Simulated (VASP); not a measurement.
# ScAl3 (R-3m) in VASP: further runs

ScAl3 is run at these levels: PBEsol; tasks: single point.

All numbers are computed with VASP 6.6.1; they aren't measurements. Logs are shortened: lines on timing, memory, paths and dates and some standing lists are left out, and cuts for length are marked.

### Step 1. The cell of the first run

It takes space group R-3m (No. 166, trigonal). Conventional cell: a = 6.826 Å, b = 6.826 Å, c = 5.016 Å, α = 90.00°, β = 90.00°, γ = 120.00°. Within 3.4 Å of Sc (site symmetry -3m) lie 6 Al at 2.58 Å. Within 3.4 Å of Al (site symmetry 2/m) lie 2 Sc at 2.58 Å and 4 Al at 2.58 Å.

### Step 2. Single point, PBEsol

INCAR reads:

```
SYSTEM = ScAl3
  PREC = Accurate
  ENCUT = 520
  EDIFF = 1E-7
  ISMEAR = 0
  SIGMA = 0.15
  LREAL = .False.
  LASPH = .True.
  NELM = 80
  ALGO = Fast
  ISIF = 2
  LWAVE = .False.
  LCHARG = .True.
  GGA = PS
  LELF = .True.
  LVHAR = .True.
  NBANDS = 18
```

KPOINTS reads:

```
Automatic mesh
0
Gamma
  14 14 14
  0 0 0
```

POSCAR reads:

```
ScAl3
1.0
    4.1834504946     -0.6436077684     -0.6436077684
   -0.6436077684      4.1834504946     -0.6436077684
   -0.6436077684     -0.6436077684      4.1834504946
Sc Al
1 3
Direct
    0.0000000000      0.0000000000      0.0000000000
    0.5000000000      0.0000000000      0.5000000000
    0.0000000000      0.5000000000      0.5000000000
    0.5000000000      0.5000000000      0.0000000000
```

Potentials or basis: VASP PAW PBE potentials, release 64 (Sc_sv, Al).

Launch:

```console
> cat potpaw_PBE.64/Sc_sv/POTCAR potpaw_PBE.64/Al/POTCAR > POTCAR
> mpirun -np 1 vasp_std > vasp.out
```

OUTCAR:

```text
SYSTEM = ScAl3
   PREC = Accurate
   ENCUT = 520
   EDIFF = 1E-7
   ISMEAR = 0
   LREAL = .False.
   LASPH = .True.
   NELM = 80
   ISIF = 2
   GGA = PS

 ion  position               nearest neighbor table
   1  0.000  0.000  0.000-   2 2.58   3 2.58   3 2.58   2 2.58   4 2.58   4 2.58
   2  0.500  0.000  0.500-   1 2.58   4 2.58   4 2.58   1 2.58   3 2.58   3 2.58
   3  0.000  0.500  0.500-   1 2.58   4 2.58   1 2.58   4 2.58   2 2.58   2 2.58
   4  0.500  0.500  0.000-   2 2.58   3 2.58   2 2.58   3 2.58   1 2.58   1 2.58

  LATTYP: Found a trigonal (rhomboedric) cell.
 ALAT       =     4.2813222210
 COS(alpha) =    -0.2711864407

  Lattice vectors:

 A1 = (   4.1834504946,  -0.6436077684,  -0.6436077684)
 A2 = (  -0.6436077684,   4.1834504946,  -0.6436077684)
 A3 = (  -0.6436077684,  -0.6436077684,   4.1834504946)

Analysis of symmetry for initial positions (statically):
=====================================================================
 Subroutine PRICEL returns:
 Original cell was already a primitive cell.

 Routine SETGRP: Setting up the symmetry group for a
 trigonal (rhombohedral) supercell.

 Subroutine GETGRP returns: Found 12 space group operations
 (whereof 12 operations were pure point group operations)
 out of a pool of 12 trial point group operations.

The static configuration has the point symmetry D_3d.

Analysis of symmetry for dynamics (positions and initial velocities):
=====================================================================
 Subroutine PRICEL returns:
 Original cell was already a primitive cell.

 Routine SETGRP: Setting up the symmetry group for a
 trigonal (rhombohedral) supercell.

 Subroutine GETGRP returns: Found 12 space group operations
 (whereof 12 operations were pure point group operations)
 out of a pool of 12 trial point group operations.

The dynamic configuration has the point symmetry D_3d.

 Subroutine INISYM returns: Found 12 space group operations
 (whereof 12 operations are pure point group operations),
 and found     1 'primitive' translations

----------------------------------------------------------------------------------------

                                     Primitive cell

  volume of cell :      67.4837

  direct lattice vectors                    reciprocal lattice vectors
     4.183450495 -0.643607768 -0.643607768     0.253202293  0.046036781  0.046036781
    -0.643607768  4.183450495 -0.643607768     0.046036781  0.253202293  0.046036781
    -0.643607768 -0.643607768  4.183450495     0.046036781  0.046036781  0.253202293

  length of vectors
     4.281322221  4.281322221  4.281322221     0.261438658  0.261438658  0.261438658

  position of ions in fractional coordinates (direct lattice)
     0.000000000  0.000000000  0.000000000
     0.500000000  0.000000000  0.500000000
     0.000000000  0.500000000  0.500000000
     0.500000000  0.500000000  0.000000000

  ion indices of the primitive-cell ions
   primitive index   ion index
                 1           1
                 2           2
                 3           3
                 4           4

----------------------------------------------------------------------------------------

 KPOINTS: Automatic mesh

Automatic generation of k-mesh.
 Grid dimensions read from file:
 generate k-points for:   14   14   14

 Generating k-lattice:

  Cartesian coordinates                     Fractional coordinates (reciprocal lattice)
     0.018085878  0.003288341  0.003288341     0.071428571  0.000000000  0.000000000
     0.003288341  0.018085878  0.003288341     0.000000000  0.071428571  0.000000000
     0.003288341  0.003288341  0.018085878     0.000000000  0.000000000  0.071428571

  Length of vectors
     0.018674190  0.018674190  0.018674190

  Shift w.r.t. Gamma in fractional coordinates (k-lattice)
     0.000000000  0.000000000  0.000000000

 Subroutine IBZKPT returns following result:
 ===========================================

 Found    288 irreducible k-points:

 Following reciprocal coordinates:
            Coordinates               Weight
  0.000000  0.000000  0.000000      1.000000
  0.071429 -0.000000  0.000000      6.000000
  0.142857  0.000000  0.000000      6.000000
  0.214286  0.000000  0.000000      6.000000
  0.285714  0.000000  0.000000      6.000000
  0.357143  0.000000  0.000000      6.000000
[... 16 lines left out ...]
  0.214286  0.142857  0.000000     12.000000
  0.285714  0.142857 -0.000000     12.000000
 [... further k-points ...]
   k-points           NKPTS =    288   k-points in BZ     NKDIM =    288   number of bands    NBANDS=     18
   number of dos      NEDOS =    301   number of ions     NIONS =      4
   total plane-waves  NPLWV =  32768
   dimension x,y,z NGX =    32 NGY =   32 NGZ =   32
   dimension x,y,z NGXF=    64 NGYF=   64 NGZF=   64
   ions per type =               1   3
   NGX,Y,Z   is equivalent  to a cutoff of  12.43, 12.43, 12.43 a.u.
   NGXF,Y,Z  is equivalent  to a cutoff of  24.85, 24.85, 24.85 a.u.
 SYSTEM =  ScAl3
   PREC   = accura    normal or accurate (medium, high low for compatibility)
   ISTART =      0    job   : 0-new  1-cont  2-samecut
   ICHARG =      2    charge: 1-file 2-atom 10-const
   ISPIN  =      1    spin polarized calculation?
   LNONCOLLINEAR =      F non collinear calculations
   LSORBIT =      F    spin-orbit coupling
   LASPH  =      T    aspherical Exc in radial PAW
   ENCUT  =  520.0 eV  38.22 Ry    6.18 a.u.   7.96  7.96  7.96*2*pi/ulx,y,z
   NELM   =     80;   NELMIN=  2; NELMDL= -5     # of ELM steps
   EDIFF  = 0.1E-06   stopping-criterion for ELM
   LREAL  =      F    real-space projection
   EDIFFG = 0.1E-05   stopping-criterion for IOM
   NSW    =      0    number of steps for IOM
   IBRION =     -1    ionic relax: 0-MD 1-quasi-New 2-CG
   NFREE  =      0    steps in history (QN), initial steepest desc. (CG)
   ISIF   =      2    stress and relaxation
   ISYM   =      2    0-nonsym 1-usesym 2-fastsym
   POTIM  = 0.5000    time-step for ionic-motion
   TEBEG  =    0.0;   TEEND  =   0.0 temperature during run
   PSTRESS=    0.0 pullay stress
   NELECT =      20.0000    total number of electrons
   NUPDOWN=      -1.0000    fix difference up-down
   EMIN   =  10.00;   EMAX   =-10.00  energy-range for DOS
   EFERMI =   0.00;   METHOD = LEGACY
   ISMEAR =     0;   SIGMA  =   0.15  broadening in eV -4-tet -1-fermi 0-gaus
   EFERMI_NEDOS =   21; number of points for ismear=-14 and -15
   IALGO  =     68    algorithm
   IMIX   =      4    mixing-type and parameters
     AMIX     =   0.40;   BMIX     =  1.00
     AMIX_MAG =   1.60;   BMIX_MAG =  1.00
  volume/ion in A,a.u.               =      16.87       113.85
  Fermi-wavevector in a.u.,A,eV,Ry     =   1.091487  2.062611 16.209215  1.191344
  Thomas-Fermi vector in A             =   2.227733
   LORBIT       =      0    0 simple, 1 ext, 2 COOP (PROOUT), +10 PAW based schemes
   GGA     = PS    functional components
   LHFCALC =     F    Hartree Fock is set to
   AEXX    =    0.0000 exact exchange contribution
   IVDW    =     0    specifies the selected vdW correction
   LEPSILON=     F    determine dielectric tensor
   LRPA    =     F    only Hartree local field effects (RPA)
 non-spin polarized calculation
 RMM-DIIS sequential band-by-band and
 Gauss-broadening in eV      SIGMA  =   0.15
  energy-cutoff  :      520.00
  volume of cell :       67.48
 maximum number of plane-waves:      1848
   NGX = 15   NGY = 15   NGZ = 15

 number of electron      20.0000006 magnetization

 Free energy of the ion-electron system (eV)
  ---------------------------------------------------
  ext. energy  EPLUGINS =         0.00000000
  ---------------------------------------------------
  free energy    TOTEN  =       -16.96323781 eV

  energy without entropy =      -16.93489433  energy(sigma->0) =      -16.94906607

 E-fermi :   7.1080     XC(G=0): -10.5008

 val. band max:        7.1058552482   @ k =  -0.3571   0.0714  -0.0000
 cond. band min:       7.1125434879   @ k =   0.3571   0.3571   0.0000
 fundamental gap:      0.0066882397
 Fermi energy:         7.1079885504

 k-point     1 :       0.0000    0.0000    0.0000
  band No.  band energies     occupation
      1     -41.3824      2.00000
      2     -20.2547      2.00000
      3     -20.2547      2.00000
      4     -20.2220      2.00000
      5      -2.7952      2.00000
      6       5.4514      2.00000
[... 10 lines left out ...]
     17      11.3574      0.00000
     18      11.3726      0.00000

 k-point     2 :       0.0714   -0.0000    0.0000
  band No.  band energies     occupation
      1     -41.3823      2.00000
      2     -20.2555      2.00000
      3     -20.2548      2.00000
      4     -20.2224      2.00000
      5      -2.7411      2.00000
      6       4.6602      2.00000
[... 10 lines left out ...]
     17      11.4156      0.00000
     18      11.7246      0.00000

 k-point     3 :       0.1429    0.0000    0.0000
  band No.  band energies     occupation
      1     -41.3822      2.00000
      2     -20.2580      2.00000
      3     -20.2551      2.00000
      4     -20.2235      2.00000
      5      -2.5798      2.00000
      6       3.7626      2.00000
[... 10 lines left out ...]
     17      11.4559      0.00000
     18      12.3853      0.00000

 k-point     4 :       0.2143    0.0000    0.0000
  band No.  band energies     occupation
      1     -41.3820      2.00000
      2     -20.2617      2.00000
      3     -20.2554      2.00000
      4     -20.2250      2.00000
      5      -2.3144      2.00000
      6       2.8815      2.00000
[... 375 lines left out ...]
      4     -20.2265      2.00000
      5      -2.2104      2.00000
      6       2.9167      2.00000
[... 10 lines left out ...]
     17      12.3265      0.00000
     18      12.6097      0.00000

 k-point    23 :       0.2143    0.1429    0.0000
  band No.  band energies     occupation
      1     -41.3817      2.00000
      2     -20.2628      2.00000
      3     -20.2584      2.00000
      4     -20.2280      2.00000
      5      -1.8756      2.00000
      6       2.2667      2.00000
[... 10 lines left out ...]
     17      12.3190      0.00000
     18      12.8747      0.00000

 k-point    24 :       0.2857    0.1429   -0.0000
  band No.  band energies     occupation
      1     -41.3815      2.00000
      2     -20.2670      2.00000
      3     -20.2587      2.00000
      4     -20.2290      2.00000
      5      -1.4509      2.00000
      6       1.5345      2.00000
[... 10 lines left out ...]
     17      12.1252      0.00000
     18      12.8001      0.00000

 [... further k-points ...]
[... 5 lines left out ...]
  --------------------------------------------------------------------------------------
  -------------------------------------------------------------------------------------
  Total        6.8583612      6.8583612      6.8583612      4.0535584      4.0535584      4.0535584
  in kB      162.8291144    162.8291144    162.8291144     96.2383449     96.2383449     96.2383449
  external PRESSURE =     162.8291144 kB  Pullay stress =       0.0000000 kB

 VOLUME and BASIS-vectors are now :
 -----------------------------------------------------------------------------
  energy-cutoff  :      520.00
  volume of cell :       67.48
      direct lattice vectors                 reciprocal lattice vectors
     4.183450495 -0.643607768 -0.643607768     0.253202293  0.046036781  0.046036781
    -0.643607768  4.183450495 -0.643607768     0.046036781  0.253202293  0.046036781
    -0.643607768 -0.643607768  4.183450495     0.046036781  0.046036781  0.253202293

 POSITION                                       TOTAL-FORCE (eV/Angst)
 -----------------------------------------------------------------------------------
      0.00000      0.00000      0.00000         0.000000     -0.000000     -0.000000
      1.76992     -0.64361      1.76992        -0.000000     -0.000000     -0.000000
     -0.64361      1.76992      1.76992         0.000000      0.000000      0.000000
      1.76992      1.76992     -0.64361        -0.000000      0.000000     -0.000000
 -----------------------------------------------------------------------------------
    total drift:                                0.000000     -0.000000      0.000000

  FREE ENERGIE OF THE ION-ELECTRON SYSTEM (eV)
  ---------------------------------------------------
  free  energy   TOTEN  =       -16.9632378138 eV

  energy  without entropy=      -16.9348943311  energy(sigma->0) =      -16.94906607
```

Run time: 4.9 min. Hardware: 1 thread of Intel Xeon 6975P-C, shared host; peak memory 0.43 GiB.

What came out:

- Free energy: -16.9632 eV
- Pressure: 16.3 GPa
- Band gap on the k mesh: zero (band 10 reaches 7.23 eV, above the bottom of band 11 at 6.75 eV)

Caveat: the PAW data sets were made with another functional, which shifts forces and pressure a little.

### Step 3. Single point, PBEsol

This run uses another cell than the first one, of the same volume but with other edges.

INCAR reads:

```
SYSTEM = ScAl3
PREC     = Accurate       ! precision mode
ENCUT    = 520            ! plane-wave cutoff, eV
EDIFF    = 1E-6           ! SCF threshold, eV
ISMEAR   = 0              ! smearing method
SIGMA    = 0.15           ! smearing width, eV
LREAL    = .False.        ! projectors in reciprocal space
LASPH    = .True.         ! aspherical terms in the spheres
NELM     = 60             ! most SCF steps
ALGO     = Fast           ! electronic algorithm
ISIF     = 2              ! what is computed and relaxed
LWAVE    = .False.        ! write WAVECAR
LCHARG   = .False.        ! write CHGCAR
GGA      = PS             ! functional
NBANDS   = 18             ! bands
```

KPOINTS reads:

```
regular mesh
0
Gamma
  14 14 14
  0 0 0
```

POSCAR reads:

```
ScAl3
1.0
    4.0830395591     -0.2148968189     -0.2148968189
   -0.2148968189      4.0830395591     -0.2148968189
   -0.2148968189     -0.2148968189      4.0830395591
Sc Al
1 3
Direct
    0.0000000000      0.0000000000      0.0000000000
    0.5000000000      0.0000000000      0.5000000000
    0.0000000000      0.5000000000      0.5000000000
    0.5000000000      0.5000000000      0.0000000000
```

Potentials or basis: VASP PAW PBE potentials, release 64 (Sc_sv, Al).

Launch:

```console
> cat potpaw_PBE.64/Sc_sv/POTCAR potpaw_PBE.64/Al/POTCAR > POTCAR
> mpirun -np 1 vasp_std > vasp.out
```

OUTCAR:

```text
SYSTEM = ScAl3
   PREC = Accurate
   ENCUT = 520
   EDIFF = 1E-6
   ISMEAR = 0
   LREAL = .False.
   LASPH = .True.
   NELM = 60
   ISIF = 2
   GGA = PS

 ion  position               nearest neighbor table
   1  0.000  0.000  0.000-   2 2.74   3 2.74   4 2.74   3 2.74   2 2.74   4 2.74   4 3.04   2 3.04
                             2 3.04   4 3.04   3 3.04   3 3.04
   2  0.500  0.000  0.500-   1 2.74   3 2.74   4 2.74   4 2.74   1 2.74   3 2.74   4 3.04   1 3.04
                             1 3.04   3 3.04   4 3.04   3 3.04
   3  0.000  0.500  0.500-   1 2.74   2 2.74   4 2.74   1 2.74   4 2.74   2 2.74   2 3.04   1 3.04
                             2 3.04   4 3.04   4 3.04   1 3.04
   4  0.500  0.500  0.000-   1 2.74   2 2.74   3 2.74   2 2.74   3 2.74   1 2.74   2 3.04   2 3.04
[... 710 lines left out ...]
  Total        1.4398982      1.4398982      1.4398982      3.3627795      3.3627795      3.3627795
  in kB       34.1856241     34.1856241     34.1856241     79.8380829     79.8380829     79.8380829
  external PRESSURE =      34.1856241 kB  Pullay stress =       0.0000000 kB

 VOLUME and BASIS-vectors are now :
 -----------------------------------------------------------------------------
  energy-cutoff  :      520.00
  volume of cell :       67.48
      direct lattice vectors                 reciprocal lattice vectors
     4.083039559 -0.214896819 -0.214896819     0.246356259  0.013686459  0.013686459
    -0.214896819  4.083039559 -0.214896819     0.013686459  0.246356259  0.013686459
    -0.214896819 -0.214896819  4.083039559     0.013686459  0.013686459  0.246356259

 POSITION                                       TOTAL-FORCE (eV/Angst)
 -----------------------------------------------------------------------------------
      0.00000      0.00000      0.00000         0.000000      0.000000     -0.000000
      1.93407     -0.21490      1.93407         0.000000      0.000000      0.000000
     -0.21490      1.93407      1.93407        -0.000000     -0.000000      0.000000
      1.93407      1.93407     -0.21490         0.000000     -0.000000     -0.000000
 -----------------------------------------------------------------------------------
    total drift:                               -0.000000     -0.000000      0.000000

  FREE ENERGIE OF THE ION-ELECTRON SYSTEM (eV)
  ---------------------------------------------------
  free  energy   TOTEN  =       -20.2152473278 eV

  energy  without entropy=      -20.1994372027  energy(sigma->0) =      -20.20734227
```

OSZICAR:

```text
N       E                     dE             d eps       ncg     rms          rms(c)
DAV:   1     0.108037373568E+03    0.10804E+03   -0.82690E+03 10392   0.101E+03
DAV:   2    -0.162585202364E+02   -0.12430E+03   -0.12134E+03 10440   0.290E+02
DAV:   3    -0.211239951676E+02   -0.48655E+01   -0.46975E+01 15616   0.558E+01
DAV:   4    -0.212515502816E+02   -0.12756E+00   -0.12703E+00 15960   0.905E+00
DAV:   5    -0.212534616083E+02   -0.19113E-02   -0.19111E-02 14848   0.991E-01    0.945E+00
RMM:   6    -0.201686899385E+02    0.10848E+01   -0.18339E+00 10734   0.153E+01    0.291E+00
RMM:   7    -0.202652770194E+02   -0.96587E-01   -0.20058E+00 14290   0.633E+00    0.151E+00
RMM:   8    -0.202154857292E+02    0.49791E-01   -0.13656E-01 12034   0.426E+00    0.171E+00
RMM:   9    -0.202189972928E+02   -0.35116E-02   -0.87015E-02 14684   0.232E+00    0.608E-01
RMM:  10    -0.202147347436E+02    0.42625E-02   -0.22934E-02 12955   0.148E+00    0.172E-01
RMM:  11    -0.202153863538E+02   -0.65161E-03   -0.58939E-03 14401   0.525E-01    0.810E-02
RMM:  12    -0.202152790355E+02    0.10732E-03   -0.11924E-03 16375   0.283E-01    0.420E-02
RMM:  13    -0.202153227477E+02   -0.43712E-04   -0.22720E-04 15940   0.106E-01    0.130E-01
RMM:  14    -0.202152367869E+02    0.85961E-04   -0.18089E-04 14101   0.160E-01    0.226E-02
RMM:  15    -0.202152434225E+02   -0.66356E-05   -0.72024E-05 14418   0.538E-02    0.222E-02
RMM:  16    -0.202152447612E+02   -0.13387E-05   -0.13156E-05 14414   0.282E-02    0.263E-02
RMM:  17    -0.202152468720E+02   -0.21108E-05   -0.10054E-05 13771   0.280E-02    0.291E-02
RMM:  18    -0.202152473278E+02   -0.45581E-06   -0.22105E-06 11629   0.146E-02
   1 F= -.20215247E+02 E0= -.20207342E+02  d E =-.158101E-01
```

stdout:

```text
POSCAR found type information on POSCAR ScAl
 POSCAR found :  2 types and       4 ions
 scaLAPACK will be used
 -----------------------------------------------------------------------------
|                                                                             |
|                                                                             |
|     You enforced a specific xc type in the INCAR file but a different       |
|     I HOPE YOU KNOW WHAT YOU ARE DOING!                                     |
|                                                                             |
 -----------------------------------------------------------------------------

 LDA part: xc-table for (Slater+PW92), standard interpolation
 POSCAR, INCAR and KPOINTS ok, starting setup
 FFT: planning ... GRIDC
 FFT: planning ... GRID_SOFT
 FFT: planning ... GRID
 WAVECAR not read
 entering main loop
```

Run time: 5 min. Hardware: 1 thread of Intel Xeon 6975P-C, shared host; peak memory 0.42 GiB.

What came out:

```yaml
Free_energy: -20.2152 eV
Pressure: 3.4 GPa
Band_gap_on_the_k_mesh: zero (band 10 reaches 7.79 eV, above the bottom of band 11 at 5.48 eV)
```

Levels at points of the mesh, in eV from the Fermi level:
```tsv
k point	band 8	band 9	band 10	band 11	band 12	band 13
(0.00, 0.00, 0.00)	-1.83	-1.83	-1.01	0.88	1.28	1.28
(0.50, 0.00, 0.00)	-1.44	-1.04	0.03	0.79	1.52	2.19
(0.50, 0.50, 0.00)	-4.16	-0.67	-0.53	1.10	1.71	2.41
(0.50, 0.50, 0.50)	-3.55	-3.20	-3.20	-1.66	1.14	2.66
```

Caveat: the PAW data sets were made with another functional, which shifts forces and pressure a little.
